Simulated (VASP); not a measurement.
# TaRu2 (P-62m) in VASP: relaxation of cell and atoms with PBE

Aim: the relaxation of cell and atoms of TaRu2 with PBE.

All numbers are computed with VASP 6.6.1; they aren't measurements. Logs are shortened: lines on timing, memory, paths and dates and some standing lists are left out, and cuts for length are marked.

## (1) The cell of the first run

It takes space group P-62m (No. 189, hexagonal). The conventional cell has a = 4.893 Å, b = 4.893 Å, c = 4.404 Å, α = 90.00°, β = 90.00°, γ = 120.00°. Within 3.6 Å of Ta (site symmetry -6) lie 9 Ru at 2.75 to 2.82 Å and 3 Ta at 2.82 Å. Within 3.6 Å of Ru (site symmetry -62m) lie 6 Ru at 2.71 Å and 6 Ta at 2.82 Å. Within 3.6 Å of Ru (site symmetry m2m) lie 8 Ru at 2.71 to 2.86 Å and 4 Ta at 2.75 Å.

## (2) Relaxation of cell and atoms, PBE

INCAR

```
PREC = Accurate
ENCUT = 600
EDIFF = 1E-7
ISMEAR = 0
SIGMA = 0.1
LREAL = False
LASPH = True
NELM = 60
ALGO = Fast
ISIF = 3
LWAVE = False
LCHARG = False
GGA = PE
IBRION = 2
NSW = 100
EDIFFG = -0.01
```

KPOINTS

```
regular mesh
0
Gamma
  12 12 8
```

POSCAR

```
TaRu2
1.0
    4.8925147991      0.0000000000      0.0000000000
   -2.4462573995      4.2370421044      0.0000000000
    0.0000000000      0.0000000000      4.4041675023
Ta Ru
2 4
Direct
    0.3333333333      0.6666666667      0.0000000000
    0.6666666667      0.3333333333      0.0000000000
    0.0000000000      0.0000000000      0.0000000000
    0.6759477136      0.6759477136      0.5000000000
    0.3240522864      0.0000000000      0.5000000000
    0.0000000000      0.3240522864      0.5000000000
```

Potentials or basis: VASP PAW PBE potentials, release 64 (Ta_pv, Ru_pv).

On the command line:

```sh
> cat potpaw_PBE.64/Ta_pv/POTCAR potpaw_PBE.64/Ru_pv/POTCAR > POTCAR
> mpirun -np 1 vasp_std > vasp.out
```

OUTCAR:

```text
PREC = Accurate
   ENCUT = 600
   EDIFF = 1E-7
   ISMEAR = 0
   LREAL = False
   LASPH = True
   NELM = 60
   ISIF = 3
   GGA = PE
   IBRION = 2
   NSW = 100
   EDIFFG = -0.01

 ion  position               nearest neighbor table
   1  0.333  0.667  0.000-   5 2.75   5 2.75   6 2.75   6 2.75   4 2.75   4 2.75   3 2.82   2 2.82
                             2 2.82   3 2.82   3 2.82   2 2.82
   2  0.667  0.333  0.000-   6 2.75   6 2.75   5 2.75   5 2.75   4 2.75   4 2.75   3 2.82   1 2.82
                             1 2.82   3 2.82   3 2.82   1 2.82
   3  0.000  0.000  0.000-   6 2.71   6 2.71   5 2.71   5 2.71   4 2.71   4 2.71   1 2.82   2 2.82
                             1 2.82   2 2.82   2 2.82   1 2.82
   4  0.676  0.676  0.500-   3 2.71   3 2.71   6 2.75   5 2.75   2 2.75   2 2.75   1 2.75   1 2.75
                             6 2.86   5 2.86   5 2.86   6 2.86
   5  0.324  0.000  0.500-   3 2.71   3 2.71   6 2.75   4 2.75   1 2.75   1 2.75   2 2.75   2 2.75
                             4 2.86   6 2.86   4 2.86   6 2.86
   6  0.000  0.324  0.500-   3 2.71   3 2.71   5 2.75   4 2.75   2 2.75   2 2.75   1 2.75   1 2.75
                             4 2.86   5 2.86   5 2.86   4 2.86

  LATTYP: Found a hexagonal cell.
 ALAT       =     4.8925147991
 C/A-ratio  =     0.9001848095

  Lattice vectors:

 A1 = (   4.8925147991,   0.0000000000,   0.0000000000)
 A2 = (  -2.4462573995,   4.2370421044,   0.0000000000)
 A3 = (   0.0000000000,   0.0000000000,   4.4041675023)

Analysis of symmetry for initial positions (statically):
=====================================================================
 Subroutine PRICEL returns:
 Original cell was already a primitive cell.

 Routine SETGRP: Setting up the symmetry group for a
 hexagonal supercell.

 Subroutine GETGRP returns: Found 12 space group operations
 (whereof 12 operations were pure point group operations)
 out of a pool of 24 trial point group operations.

The static configuration has the point symmetry D_3h.

Analysis of symmetry for dynamics (positions and initial velocities):
=====================================================================
 Subroutine PRICEL returns:
 Original cell was already a primitive cell.

 Routine SETGRP: Setting up the symmetry group for a
 hexagonal supercell.

 Subroutine GETGRP returns: Found 12 space group operations
 (whereof 12 operations were pure point group operations)
 out of a pool of 24 trial point group operations.

The dynamic configuration has the point symmetry D_3h.

 Subroutine INISYM returns: Found 12 space group operations
 (whereof 12 operations are pure point group operations),
 and found     1 'primitive' translations

----------------------------------------------------------------------------------------

                                     Primitive cell

  volume of cell :      91.2975

  direct lattice vectors                    reciprocal lattice vectors
     4.892514799  0.000000000  0.000000000     0.204393863  0.118006852  0.000000000
    -2.446257399  4.237042104  0.000000000     0.000000000  0.236013704  0.000000000
     0.000000000  0.000000000  4.404167502     0.000000000  0.000000000  0.227057667

  length of vectors
     4.892514799  4.892514799  4.404167502     0.236013704  0.236013704  0.227057667

  position of ions in fractional coordinates (direct lattice)
     0.333333333  0.666666667  0.000000000
     0.666666667  0.333333333  0.000000000
     0.000000000  0.000000000  0.000000000
     0.675947714  0.675947714  0.500000000
     0.324052286  0.000000000  0.500000000
     1.000000000  0.324052286  0.500000000

  ion indices of the primitive-cell ions
   primitive index   ion index
                 1           1
                 2           2
                 3           3
                 4           4
                 5           5
                 6           6

----------------------------------------------------------------------------------------

 KPOINTS: regular mesh

Automatic generation of k-mesh.
 Grid dimensions read from file:
 generate k-points for:   12   12    8

 Generating k-lattice:

  Cartesian coordinates                     Fractional coordinates (reciprocal lattice)
     0.017032822  0.009833904  0.000000000     0.083333333 -0.000000000  0.000000000
     0.000000000  0.019667809  0.000000000     0.000000000  0.083333333  0.000000000
     0.000000000  0.000000000  0.028382208     0.000000000  0.000000000  0.125000000

  Length of vectors
     0.019667809  0.019667809  0.028382208

  Shift w.r.t. Gamma in fractional coordinates (k-lattice)
     0.000000000  0.000000000  0.000000000

 Subroutine IBZKPT returns following result:
 ===========================================

 Found     95 irreducible k-points:

 Following reciprocal coordinates:
            Coordinates               Weight
  0.000000  0.000000  0.000000      1.000000
  0.083333  0.000000  0.000000      6.000000
  0.166667 -0.000000  0.000000      6.000000
  0.250000  0.000000  0.000000      6.000000
  0.333333  0.000000  0.000000      6.000000
  0.416667  0.000000  0.000000      6.000000
[... 16 lines left out ...]
  0.250000  0.000000  0.125000     12.000000
  0.333333  0.000000  0.125000     12.000000
 [... further k-points ...]
   k-points           NKPTS =     95   k-points in BZ     NKDIM =     95   number of bands    NBANDS=     46
   number of dos      NEDOS =    301   number of ions     NIONS =      6
   total plane-waves  NPLWV =  57600
   dimension x,y,z NGX =    40 NGY =   40 NGZ =   36
   dimension x,y,z NGXF=    80 NGYF=   80 NGZF=   72
   ions per type =               2   4
   NGX,Y,Z   is equivalent  to a cutoff of  13.59, 13.59, 13.59 a.u.
   NGXF,Y,Z  is equivalent  to a cutoff of  27.18, 27.18, 27.18 a.u.
 SYSTEM =  unknown system
   PREC   = accura    normal or accurate (medium, high low for compatibility)
   ISTART =      0    job   : 0-new  1-cont  2-samecut
   ICHARG =      2    charge: 1-file 2-atom 10-const
   ISPIN  =      1    spin polarized calculation?
   LNONCOLLINEAR =      F non collinear calculations
   LSORBIT =      F    spin-orbit coupling
   LASPH  =      T    aspherical Exc in radial PAW
   ENCUT  =  600.0 eV  44.10 Ry    6.64 a.u.   9.77  9.77  8.80*2*pi/ulx,y,z
   NELM   =     60;   NELMIN=  2; NELMDL= -5     # of ELM steps
   EDIFF  = 0.1E-06   stopping-criterion for ELM
   LREAL  =      F    real-space projection
   EDIFFG = -.1E-01   stopping-criterion for IOM
   NSW    =    100    number of steps for IOM
   IBRION =      2    ionic relax: 0-MD 1-quasi-New 2-CG
   NFREE  =      1    steps in history (QN), initial steepest desc. (CG)
   ISIF   =      3    stress and relaxation
   ISYM   =      2    0-nonsym 1-usesym 2-fastsym
   POTIM  = 0.5000    time-step for ionic-motion
   TEBEG  =    0.0;   TEEND  =   0.0 temperature during run
   PSTRESS=    0.0 pullay stress
   NELECT =      78.0000    total number of electrons
   NUPDOWN=      -1.0000    fix difference up-down
   EMIN   =  10.00;   EMAX   =-10.00  energy-range for DOS
   EFERMI =   0.00;   METHOD = LEGACY
   ISMEAR =     0;   SIGMA  =   0.10  broadening in eV -4-tet -1-fermi 0-gaus
   EFERMI_NEDOS =   21; number of points for ismear=-14 and -15
   IALGO  =     68    algorithm
   IMIX   =      4    mixing-type and parameters
     AMIX     =   0.40;   BMIX     =  1.00
     AMIX_MAG =   1.60;   BMIX_MAG =  1.00
  volume/ion in A,a.u.               =      15.22       102.68
  Fermi-wavevector in a.u.,A,eV,Ry     =   1.553412  2.935524 32.832086  2.413090
  Thomas-Fermi vector in A             =   2.657647
   LORBIT       =      0    0 simple, 1 ext, 2 COOP (PROOUT), +10 PAW based schemes
   GGA     = PE    functional components
   LHFCALC =     F    Hartree Fock is set to
   AEXX    =    0.0000 exact exchange contribution
   IVDW    =     0    specifies the selected vdW correction
   LEPSILON=     F    determine dielectric tensor
   LRPA    =     F    only Hartree local field effects (RPA)
 conjugate gradient relaxation of ions
 non-spin polarized calculation
 RMM-DIIS sequential band-by-band and
 Gauss-broadening in eV      SIGMA  =   0.10
  energy-cutoff  :      600.00
  volume of cell :       91.30
 maximum number of plane-waves:      3066
 NGX is ok and might be reduce to    40
   NGX = 19   NGY = 19   NGZ = 17

--------------------------------------- Ionic step        1  -------------------------------------------

 number of electron      77.9999991 magnetization

 Free energy of the ion-electron system (eV)
  ---------------------------------------------------
  ext. energy  EPLUGINS =         0.00000000
  ---------------------------------------------------
  free energy    TOTEN  =       -61.12914940 eV

  energy without entropy =      -61.09641043  energy(sigma->0) =      -61.11277991

------------------------ aborting loop because EDIFF is reached ----------------------------------------

  FORCE on cell =-STRESS in cart. coord.  units (eV):
  Direction    XX          YY          ZZ          XY          YZ          ZX
  --------------------------------------------------------------------------------------
  -------------------------------------------------------------------------------------
  Total        0.1639475      0.1639475      0.0655956      0.0000000     -0.0000000      0.0000000
  in kB        2.8771109      2.8771109      1.1511351      0.0000000     -0.0000000      0.0000000
  external PRESSURE =       2.3017856 kB  Pullay stress =       0.0000000 kB
[... 105 lines left out ...]
  energy  without entropy=      -61.0964467613  energy(sigma->0) =      -61.11283677

--------------------------------------- Ionic step        4  -------------------------------------------

 number of electron      77.9999991 magnetization

 Free energy of the ion-electron system (eV)
  ---------------------------------------------------
  ext. energy  EPLUGINS =         0.00000000
  ---------------------------------------------------
  free energy    TOTEN  =       -61.12924922 eV

  energy without entropy =      -61.09650568  energy(sigma->0) =      -61.11287745

 E-fermi :   9.7087     XC(G=0): -13.4441

 val. band max:        9.7040853231   @ k =   0.2500   0.1667   0.3750
 cond. band min:       9.7149282617   @ k =   0.3333   0.0000   0.1250
 fundamental gap:      0.0108429386
 Fermi energy:         9.7086611379

 k-point     1 :       0.0000    0.0000    0.0000
  band No.  band energies     occupation
      1     -33.1132      2.00000
      2     -32.9534      2.00000
      3     -32.9454      2.00000
      4     -32.9454      2.00000
      5     -32.8260      2.00000
      6     -32.7700      2.00000
[... 1165 lines left out ...]
     45      11.8600      0.00000
     46      12.4596      0.00000

 [... further k-points ...]

------------------------ aborting loop because EDIFF is reached ----------------------------------------

  FORCE on cell =-STRESS in cart. coord.  units (eV):
  Direction    XX          YY          ZZ          XY          YZ          ZX
  --------------------------------------------------------------------------------------
  -------------------------------------------------------------------------------------
  Total       -0.0057002     -0.0057002      0.0151648     -0.0000000     -0.0000000      0.0000000
  in kB       -0.0999418     -0.0999418      0.2658848     -0.0000000     -0.0000000      0.0000000
  external PRESSURE =       0.0220004 kB  Pullay stress =       0.0000000 kB
[... 21 lines left out ...]
  FREE ENERGIE OF THE ION-ELECTRON SYSTEM (eV)
  ---------------------------------------------------
  free  energy   TOTEN  =       -61.1292492179 eV

  energy  without entropy=      -61.0965056764  energy(sigma->0) =      -61.11287745

 reached required accuracy - stopping structural energy minimisation
```

It took 12 min on 1 thread of Intel Xeon 6975P-C (Granite Rapids), shared host; peak memory 0.52 GiB.

Results:

```yaml
Free_energy: -61.1292 eV
Relaxed_volume: 15.23 Å³/atom
Relaxed_cell: a = 4.895 Å, b = 4.895 Å, c = 4.403 Å, α = 90.00°, β = 90.00°, γ = 120.00°
Space_group_after_relaxing_to_0.1_Å: P-62m (No. 189)
Energy_gained_by_relaxing: 0.0 meV/atom
Ionic_steps: 4
Pressure_after_relaxing: 0.0 GPa
Largest_force_after_relaxing: 0.005 eV/Å
Band_gap_on_the_k_mesh: zero (bands 39 and 40 overlap by 0.40 eV)
```

Forces on the atoms (eV/Å):
```
Ta   0.000  0.000  0.000
Ta   0.000  0.000  0.000
Ru   0.000  0.000  0.000
Ru  -0.002 -0.004  0.000
Ru   0.005  0.000  0.000
Ru  -0.002  0.004  0.000
```

Final structure:
```
Ta Ru
1.0
     4.89536    0.00000    0.00000
    -2.44768    4.23950    0.00000
     0.00000    0.00000    4.40305
Ta Ru
2 4
Direct
  0.33333 0.66667 0.00000
  0.66667 0.33333 0.00000
  0.00000 0.00000 0.00000
  0.67581 0.67581 0.50000
  0.32419 0.00000 0.50000
  0.00000 0.32419 0.50000
```

Levels at points of the mesh, in eV from the Fermi level:
```csv
k point,band 37,band 38,band 39,band 40,band 41,band 42
"(0.00, 0.00, 0.00)",-0.85,-0.49,-0.49,0.73,0.73,1.61
"(0.50, 0.00, 0.00)",-0.66,-0.35,-0.13,0.21,0.42,0.46
"(0.00, 0.00, 0.50)",-0.99,-0.99,-0.18,-0.18,0.27,0.27
"(0.50, 0.00, 0.50)",-0.62,-0.59,-0.05,0.61,0.64,1.54
```

Caveat: spin-orbit coupling is left out, which moves the levels of the heavy elements.
